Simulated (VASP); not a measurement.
# LiH (F-43m) in VASP: settings compared, part 2 of 2

VASP 6.6.1. Earlier steps stand in the parts before.

## (4) Single point, r2SCAN

File POSCAR:

```
LiH
1.0
    0.0000000000      2.1451220101      2.1451220101
    2.1451220101      0.0000000000      2.1451220101
    2.1451220101      2.1451220101      0.0000000000
Li H
1 1
Direct
    0.0000000000      0.0000000000      0.0000000000
    0.2500000000      0.2500000000      0.2500000000
```

File INCAR.step1:

```
SYSTEM = LiH
PREC = Accurate ; ENCUT = 520
ISMEAR = 0 ; SIGMA = 0.01
LREAL = .FALSE. ; LASPH = .TRUE.
NELM = 80 ; NBANDS = 9
GGA = PE ; ALGO = Normal
EDIFF = 1E-4 ; LWAVE = .TRUE.
LCHARG = .FALSE.
```

File INCAR.step2:

```
SYSTEM = LiH
PREC = Accurate ; ENCUT = 520
EDIFF = 1E-6 ; ISMEAR = 0
SIGMA = 0.01 ; LREAL = .FALSE.
LASPH = .TRUE. ; NELM = 80
ALGO = Normal ; ISIF = 2
LWAVE = .FALSE. ; LCHARG = .FALSE.
METAGGA = R2SCAN ; LMIXTAU = .TRUE.
NBANDS = 9 ; ISTART = 1
```

File KPOINTS:

```
regular mesh
0
G
  8 8 8
  0 0 0
```

Potentials or basis: VASP PAW PBE potentials, release 64 (Li_sv, H).

Run with:

```bash
cat potpaw_PBE.64/Li_sv/POTCAR potpaw_PBE.64/H/POTCAR > POTCAR
cp INCAR.step1 INCAR
mpirun -np 1 vasp_std > vasp.out
cp INCAR.step2 INCAR
mpirun -np 1 vasp_std > vasp.out
```

OUTCAR:

```text
SYSTEM = LiH
   PREC = Accurate
   ENCUT = 520
   EDIFF = 1E-6
   ISMEAR = 0
   LREAL = .FALSE.
   LASPH = .TRUE.
   NELM = 80
   ISIF = 2
   METAGGA = R2SCAN
   ISTART = 1

 ion  position               nearest neighbor table
   1  0.000  0.000  0.000-
   2  0.250  0.250  0.250-

  LATTYP: Found a face centered cubic cell.
 ALAT       =     4.2902440202

  Lattice vectors:

 A1 = (   0.0000000000,   2.1451220101,   2.1451220101)
 A2 = (   2.1451220101,   0.0000000000,   2.1451220101)
 A3 = (   2.1451220101,   2.1451220101,   0.0000000000)

Analysis of symmetry for initial positions (statically):
=====================================================================
 Subroutine PRICEL returns:
 Original cell was already a primitive cell.

 Routine SETGRP: Setting up the symmetry group for a
 face centered cubic supercell.

 Subroutine GETGRP returns: Found 24 space group operations
 (whereof 24 operations were pure point group operations)
 out of a pool of 48 trial point group operations.

The static configuration has the point symmetry T_d .

Analysis of symmetry for dynamics (positions and initial velocities):
=====================================================================
 Subroutine PRICEL returns:
 Original cell was already a primitive cell.

 Routine SETGRP: Setting up the symmetry group for a
 face centered cubic supercell.

 Subroutine GETGRP returns: Found 24 space group operations
 (whereof 24 operations were pure point group operations)
 out of a pool of 48 trial point group operations.

The dynamic configuration has the point symmetry T_d .

 Subroutine INISYM returns: Found 24 space group operations
 (whereof 24 operations are pure point group operations),
 and found     1 'primitive' translations

----------------------------------------------------------------------------------------

                                     Primitive cell

  volume of cell :      19.7418

  direct lattice vectors                    reciprocal lattice vectors
     0.000000000  2.145122010  2.145122010    -0.233086975  0.233086975  0.233086975
     2.145122010  0.000000000  2.145122010     0.233086975 -0.233086975  0.233086975
     2.145122010  2.145122010  0.000000000     0.233086975  0.233086975 -0.233086975

  length of vectors
     3.033660640  3.033660640  3.033660640     0.403718483  0.403718483  0.403718483

  position of ions in fractional coordinates (direct lattice)
     0.000000000  0.000000000  0.000000000
     0.250000000  0.250000000  0.250000000

  ion indices of the primitive-cell ions
   primitive index   ion index
                 1           1
                 2           2

----------------------------------------------------------------------------------------

 KPOINTS: regular mesh

Automatic generation of k-mesh.
 Grid dimensions read from file:
 generate k-points for:    8    8    8

 Generating k-lattice:

  Cartesian coordinates                     Fractional coordinates (reciprocal lattice)
    -0.029135872  0.029135872  0.029135872     0.125000000  0.000000000  0.000000000
     0.029135872 -0.029135872  0.029135872     0.000000000  0.125000000  0.000000000
     0.029135872  0.029135872 -0.029135872     0.000000000  0.000000000  0.125000000

  Length of vectors
     0.050464810  0.050464810  0.050464810

  Shift w.r.t. Gamma in fractional coordinates (k-lattice)
     0.000000000  0.000000000  0.000000000

 Subroutine IBZKPT returns following result:
 ===========================================

 Found     29 irreducible k-points:

 Following reciprocal coordinates:
            Coordinates               Weight
  0.000000  0.000000  0.000000      1.000000
  0.125000  0.000000  0.000000      8.000000
  0.250000  0.000000  0.000000      8.000000
  0.375000  0.000000  0.000000      8.000000
  0.500000  0.000000  0.000000      4.000000
  0.125000  0.125000  0.000000      6.000000
[... 16 lines left out ...]
  0.500000  0.250000  0.125000     48.000000
 -0.375000  0.250000  0.125000     24.000000
 [... further k-points ...]
   k-points           NKPTS =     29   k-points in BZ     NKDIM =     29   number of bands    NBANDS=      9
   number of dos      NEDOS =    301   number of ions     NIONS =      2
   total plane-waves  NPLWV =  13824
   dimension x,y,z NGX =    24 NGY =   24 NGZ =   24
   dimension x,y,z NGXF=    48 NGYF=   48 NGZF=   48
   ions per type =               1   1
   NGX,Y,Z   is equivalent  to a cutoff of  13.15, 13.15, 13.15 a.u.
   NGXF,Y,Z  is equivalent  to a cutoff of  26.30, 26.30, 26.30 a.u.
 SYSTEM =  LiH
   PREC   = accura    normal or accurate (medium, high low for compatibility)
   ISTART =      1    job   : 0-new  1-cont  2-samecut
   ICHARG =      0    charge: 1-file 2-atom 10-const
   ISPIN  =      1    spin polarized calculation?
   LNONCOLLINEAR =      F non collinear calculations
   LSORBIT =      F    spin-orbit coupling
   LASPH  =      T    aspherical Exc in radial PAW
   ENCUT  =  520.0 eV  38.22 Ry    6.18 a.u.   5.64  5.64  5.64*2*pi/ulx,y,z
   NELM   =     80;   NELMIN=  2; NELMDL=  0     # of ELM steps
   EDIFF  = 0.1E-05   stopping-criterion for ELM
   LREAL  =      F    real-space projection
   EDIFFG = 0.1E-04   stopping-criterion for IOM
   NSW    =      0    number of steps for IOM
   IBRION =     -1    ionic relax: 0-MD 1-quasi-New 2-CG
   NFREE  =      0    steps in history (QN), initial steepest desc. (CG)
   ISIF   =      2    stress and relaxation
   ISYM   =      2    0-nonsym 1-usesym 2-fastsym
   POTIM  = 0.5000    time-step for ionic-motion
   TEBEG  =    0.0;   TEEND  =   0.0 temperature during run
   PSTRESS=    0.0 pullay stress
   NELECT =       4.0000    total number of electrons
   NUPDOWN=      -1.0000    fix difference up-down
   EMIN   =  10.00;   EMAX   =-10.00  energy-range for DOS
   EFERMI =   0.00;   METHOD = LEGACY
   ISMEAR =     0;   SIGMA  =   0.01  broadening in eV -4-tet -1-fermi 0-gaus
   EFERMI_NEDOS =   21; number of points for ismear=-14 and -15
   IALGO  =     38    algorithm
   IMIX   =      4    mixing-type and parameters
     AMIX     =   0.40;   BMIX     =  1.00
     AMIX_MAG =   1.60;   BMIX_MAG =  1.00
  volume/ion in A,a.u.               =       9.87        66.61
  Fermi-wavevector in a.u.,A,eV,Ry     =   0.961537  1.817042 12.579322  0.924554
  Thomas-Fermi vector in A             =   2.090918
   LORBIT       =      0    0 simple, 1 ext, 2 COOP (PROOUT), +10 PAW based schemes
   METAGGA = R2SCAN    functional components
   LHFCALC =     F    Hartree Fock is set to
   AEXX    =    0.0000 exact exchange contribution
   IVDW    =     0    specifies the selected vdW correction
   LEPSILON=     F    determine dielectric tensor
   LRPA    =     F    only Hartree local field effects (RPA)
 non-spin polarized calculation
 Gauss-broadening in eV      SIGMA  =   0.01
  energy-cutoff  :      520.00
  volume of cell :       19.74
 maximum number of plane-waves:       544
   NGX = 11   NGY = 11   NGZ = 11

 number of electron       3.9999993 magnetization

 Free energy of the ion-electron system (eV)
  ---------------------------------------------------
  ext. energy  EPLUGINS =         0.00000000
  ---------------------------------------------------
  free energy    TOTEN  =        -6.71050865 eV

  energy without entropy =       -6.71050865  energy(sigma->0) =       -6.71050865

 E-fermi :  -1.9016     XC(G=0):  -7.9619

 val. band max:       -1.9484433429   @ k =  -0.2500   0.5000   0.2500
 cond. band min:       2.8389380806   @ k =   0.5000   0.0000   0.0000
 fundamental gap:      4.7873814235
 Fermi energy:        -1.9015768685

 k-point     1 :       0.0000    0.0000    0.0000
  band No.  band energies     occupation
      1     -46.6771      2.00000
      2      -5.6315      2.00000
      3      12.1691      0.00000
      4      16.9200      0.00000
      5      16.9200      0.00000
      6      16.9209      0.00000
      7      18.5722      0.00000
      8      18.5722      0.00000
      9      18.5724      0.00000
[... 265 lines left out ...]
 k-point    24 :      -0.3750    0.2500    0.1250
  band No.  band energies     occupation
      1     -46.6509      2.00000
      2      -2.5248      2.00000
      3       3.3700      0.00000
      4       9.5061      0.00000
      5      11.5049      0.00000
      6      15.9643      0.00000
      7      19.3931      0.00000
      8      22.9140      0.00000
      9      25.2605      0.00000

 [... further k-points ...]

------------------------ aborting loop because EDIFF is reached ----------------------------------------

  FORCE on cell =-STRESS in cart. coord.  units (eV):
  Direction    XX          YY          ZZ          XY          YZ          ZX
  --------------------------------------------------------------------------------------
  -------------------------------------------------------------------------------------
  Total       -0.0261126     -0.0261126     -0.0261126      0.0000000      0.0000000      0.0000000
  in kB       -2.1192163     -2.1192163     -2.1192163      0.0000000      0.0000000      0.0000000
  external PRESSURE =      -2.1192163 kB  Pullay stress =       0.0000000 kB

 VOLUME and BASIS-vectors are now :
 -----------------------------------------------------------------------------
  energy-cutoff  :      520.00
  volume of cell :       19.74
      direct lattice vectors                 reciprocal lattice vectors
     0.000000000  2.145122010  2.145122010    -0.233086975  0.233086975  0.233086975
     2.145122010  0.000000000  2.145122010     0.233086975 -0.233086975  0.233086975
     2.145122010  2.145122010  0.000000000     0.233086975  0.233086975 -0.233086975

 POSITION                                       TOTAL-FORCE (eV/Angst)
 -----------------------------------------------------------------------------------
      0.00000      0.00000      0.00000        -0.000000     -0.000000     -0.000000
      1.07256      1.07256      1.07256         0.000000      0.000000      0.000000
 -----------------------------------------------------------------------------------
    total drift:                                0.000000      0.000000     -0.000000

  FREE ENERGIE OF THE ION-ELECTRON SYSTEM (eV)
  ---------------------------------------------------
  free  energy   TOTEN  =        -6.7105086493 eV

  energy  without entropy=       -6.7105086493  energy(sigma->0) =       -6.71050865
```

Wall time 23 s (1 thread of Intel Xeon Platinum 8488C (Sapphire Rapids), shared host); peak memory 0.13 GiB.

What came out:

```yaml
Free_energy: -6.7105 eV
Band_gap_on_the_k_mesh: 4.79 eV, indirect (least direct gap 5.85 eV)
```

Levels at points of the mesh, in eV from the valence-band top:
```csv
k point,band 1,band 2,band 3,band 4,band 5
"(0.00, 0.00, 0.00)",-44.73,-3.68,14.12,18.87,18.87
"(0.50, 0.00, 0.00)",-44.71,-1.06,4.79,16.23,16.23
"(0.50, 0.50, 0.00)",-44.70,-0.33,7.84,10.76,11.54
```

Caveat: the cutoff is under 1.25 times the usual one of these potentials, so pressure, stress and relaxed cells hold a basis-set (Pulay) error; the PAW data sets were made with another functional, which shifts forces and pressure a little. r2SCAN opens gaps a little over a GGA but as a rule still falls short of measured ones.

## (5) Single point, r2SCAN (volume changed by -3%)

File POSCAR:

```
LiH
1.0
    0.0000000000      2.1234526295      2.1234526295
    2.1234526295      0.0000000000      2.1234526295
    2.1234526295      2.1234526295      0.0000000000
Li H
1 1
Direct
    0.0000000000      0.0000000000      0.0000000000
    0.2500000000      0.2500000000      0.2500000000
```

File INCAR.step1:

```
SYSTEM = LiH
ALGO = Normal
EDIFF = 1E-4
ENCUT = 520
GGA = PE
ISMEAR = 0
LASPH = .True.
LCHARG = .False.
LREAL = .False.
LWAVE = .True.
NBANDS = 9
NELM = 100
PREC = Accurate
SIGMA = 0.01
```

File INCAR.step2:

```
SYSTEM = LiH
ALGO = Normal
EDIFF = 1E-7
ENCUT = 520
ISIF = 2
ISMEAR = 0
ISTART = 1
LASPH = .True.
LCHARG = .True.
LELF = .True.
LMIXTAU = .True.
LREAL = .False.
LVHAR = .True.
LWAVE = .False.
METAGGA = R2SCAN
NBANDS = 9
NELM = 100
PREC = Accurate
SIGMA = 0.01
```

File KPOINTS:

```
k-points
0
Gamma
  8 8 8
  0 0 0
```

Potentials or basis: VASP PAW PBE potentials, release 64 (Li_sv, H).

Run with:

```bash
cat potpaw_PBE.64/Li_sv/POTCAR potpaw_PBE.64/H/POTCAR > POTCAR
cp INCAR.step1 INCAR
mpirun -np 1 vasp_std > vasp.out
cp INCAR.step2 INCAR
mpirun -np 1 vasp_std > vasp.out
```

OUTCAR:

```text
SYSTEM = LiH
   EDIFF = 1E-7
   ENCUT = 520
   ISIF = 2
   ISMEAR = 0
   ISTART = 1
   LASPH = .True.
   LREAL = .False.
   METAGGA = R2SCAN
   NELM = 100
   PREC = Accurate

 ion  position               nearest neighbor table
   1  0.000  0.000  0.000-
   2  0.250  0.250  0.250-

  LATTYP: Found a face centered cubic cell.
 ALAT       =     4.2469052590

  Lattice vectors:

 A1 = (   0.0000000000,   2.1234526295,   2.1234526295)
 A2 = (   2.1234526295,   0.0000000000,   2.1234526295)
 A3 = (   2.1234526295,   2.1234526295,   0.0000000000)

Analysis of symmetry for initial positions (statically):
=====================================================================
 Subroutine PRICEL returns:
 Original cell was already a primitive cell.

 Routine SETGRP: Setting up the symmetry group for a
 face centered cubic supercell.

 Subroutine GETGRP returns: Found 24 space group operations
 (whereof 24 operations were pure point group operations)
 out of a pool of 48 trial point group operations.

The static configuration has the point symmetry T_d .

Analysis of symmetry for dynamics (positions and initial velocities):
=====================================================================
 Subroutine PRICEL returns:
 Original cell was already a primitive cell.

 Routine SETGRP: Setting up the symmetry group for a
 face centered cubic supercell.

 Subroutine GETGRP returns: Found 24 space group operations
 (whereof 24 operations were pure point group operations)
 out of a pool of 48 trial point group operations.

The dynamic configuration has the point symmetry T_d .

 Subroutine INISYM returns: Found 24 space group operations
 (whereof 24 operations are pure point group operations),
 and found     1 'primitive' translations

[... 114 lines left out ...]
     AMIX_MAG =   1.60;   BMIX_MAG =  1.00
  volume/ion in A,a.u.               =       9.57        64.61
  Fermi-wavevector in a.u.,A,eV,Ry     =   0.971350  1.835585 12.837371  0.943520
  Thomas-Fermi vector in A             =   2.101559
   LORBIT       =      0    0 simple, 1 ext, 2 COOP (PROOUT), +10 PAW based schemes
   METAGGA = R2SCAN    functional components
   LHFCALC =     F    Hartree Fock is set to
   AEXX    =    0.0000 exact exchange contribution
   IVDW    =     0    specifies the selected vdW correction
   LEPSILON=     F    determine dielectric tensor
   LRPA    =     F    only Hartree local field effects (RPA)
 non-spin polarized calculation
 Gauss-broadening in eV      SIGMA  =   0.01
  energy-cutoff  :      520.00
  volume of cell :       19.15
 maximum number of plane-waves:       534
 NGX is ok and might be reduce to    24
   NGX = 11   NGY = 11   NGZ = 11

 number of electron       3.9999995 magnetization

 Free energy of the ion-electron system (eV)
  ---------------------------------------------------
  ext. energy  EPLUGINS =         0.00000000
  ---------------------------------------------------
  free energy    TOTEN  =        -6.70840646 eV

  energy without entropy =       -6.70840646  energy(sigma->0) =       -6.70840646

 E-fermi :  -1.7829     XC(G=0):  -8.0621

 val. band max:       -1.8614005099   @ k =  -0.2500   0.5000   0.2500
 cond. band min:       2.9719061782   @ k =   0.5000   0.0000   0.0000
 fundamental gap:      4.8333066881
 Fermi energy:        -1.7829107583

 k-point     1 :       0.0000    0.0000    0.0000
  band No.  band energies     occupation
      1     -46.5123      2.00000
      2      -5.6230      2.00000
      3      12.5531      0.00000
      4      17.3315      0.00000
      5      17.3315      0.00000
      6      17.3322      0.00000
      7      19.0026      0.00000
      8      19.0026      0.00000
      9      19.0028      0.00000
[... 265 lines left out ...]
 k-point    24 :      -0.3750    0.2500    0.1250
  band No.  band energies     occupation
      1     -46.4826      2.00000
      2      -2.4549      2.00000
      3       3.4983      0.00000
      4       9.7569      0.00000
      5      11.8264      0.00000
      6      16.3665      0.00000
      7      19.8697      0.00000
      8      23.4499      0.00000
      9      25.8352      0.00000

 [... further k-points ...]

------------------------ aborting loop because EDIFF is reached ----------------------------------------

  FORCE on cell =-STRESS in cart. coord.  units (eV):
  Direction    XX          YY          ZZ          XY          YZ          ZX
  --------------------------------------------------------------------------------------
  -------------------------------------------------------------------------------------
  Total        0.0874280      0.0874280      0.0874280      0.0000000      0.0000000      0.0000000
  in kB        7.3148122      7.3148122      7.3148122      0.0000000      0.0000000      0.0000000
  external PRESSURE =       7.3148122 kB  Pullay stress =       0.0000000 kB

 VOLUME and BASIS-vectors are now :
 -----------------------------------------------------------------------------
  energy-cutoff  :      520.00
  volume of cell :       19.15
      direct lattice vectors                 reciprocal lattice vectors
     0.000000000  2.123452630  2.123452630    -0.235465578  0.235465578  0.235465578
     2.123452630  0.000000000  2.123452630     0.235465578 -0.235465578  0.235465578
     2.123452630  2.123452630  0.000000000     0.235465578  0.235465578 -0.235465578

 POSITION                                       TOTAL-FORCE (eV/Angst)
 -----------------------------------------------------------------------------------
      0.00000      0.00000      0.00000        -0.000000     -0.000000     -0.000000
      1.06173      1.06173      1.06173         0.000000      0.000000      0.000000
 -----------------------------------------------------------------------------------
    total drift:                                0.000000      0.000000      0.000000

  FREE ENERGIE OF THE ION-ELECTRON SYSTEM (eV)
  ---------------------------------------------------
  free  energy   TOTEN  =        -6.7084064648 eV

  energy  without entropy=       -6.7084064648  energy(sigma->0) =       -6.70840646
```

OUTCAR.step1:

```text
SYSTEM = LiH
   EDIFF = 1E-4
   ENCUT = 520
   GGA = PE
   ISMEAR = 0
   LASPH = .True.
   LREAL = .False.
[... 509 lines left out ...]
      0.00000      0.00000      0.00000        -0.000000      0.000000      0.000000
      1.06173      1.06173      1.06173         0.000000     -0.000000     -0.000000
 -----------------------------------------------------------------------------------
    total drift:                                0.000001      0.000001      0.000001

  FREE ENERGIE OF THE ION-ELECTRON SYSTEM (eV)
  ---------------------------------------------------
  free  energy   TOTEN  =        -6.0291174730 eV

  energy  without entropy=       -6.0291174730  energy(sigma->0) =       -6.02911747
```

It took 24 s on 1 thread of Intel Xeon Platinum 8488C (Sapphire Rapids), shared host; peak memory 0.13 GiB.

Results:

```yaml
Free_energy: -6.7084 eV
Band_gap_on_the_k_mesh: 4.83 eV, indirect (least direct gap 5.92 eV)
```

Levels at points of the mesh, in eV from the valence-band top:
| k point | band 1 | band 2 | band 3 | band 4 | band 5 |
| --- | --- | --- | --- | --- | --- |
| (0.00, 0.00, 0.00) | -44.65 | -3.76 | 14.41 | 19.19 | 19.19 |
| (0.50, 0.00, 0.00) | -44.63 | -1.09 | 4.83 | 16.50 | 16.50 |
| (0.50, 0.50, 0.00) | -44.62 | -0.34 | 7.93 | 10.92 | 11.70 |

Caveat: the cutoff is under 1.25 times the usual one of these potentials, so pressure, stress and relaxed cells hold a basis-set (Pulay) error; the PAW data sets were made with another functional, which shifts forces and pressure a little.

## (6) Overview

| level | cell | k mesh | gap on the mesh (eV) |
| --- | --- | --- | --- |
| PBE | a = 3.034 Å, angles 60.0°, 2 atoms | 10 × 10 × 10 | 4.24 |
| r2SCAN | a = 2.972 Å, angles 60.0°, 2 atoms | 8 × 8 × 8 | 4.88 |
| r2SCAN | a = 3.034 Å, angles 60.0°, 2 atoms | 8 × 8 × 8 | 4.79 |
| r2SCAN | a = 3.003 Å, angles 60.0°, 2 atoms | 8 × 8 × 8 | 4.83 |

Alike in all rows: task single point; potentials or basis VASP PAW PBE potentials, release 64 (Li_sv, H); no spin polarisation; cutoff (eV) 520; smearing gaussian 0.01 eV.

Caveats: the cutoff is under 1.25 times the usual one of these potentials, so pressure, stress and relaxed cells hold a basis-set (Pulay) error; the PAW data sets were made with another functional, which shifts forces and pressure a little (some runs).

Total energies depend on the potentials used, so only differences within one code and one set of settings carry meaning.
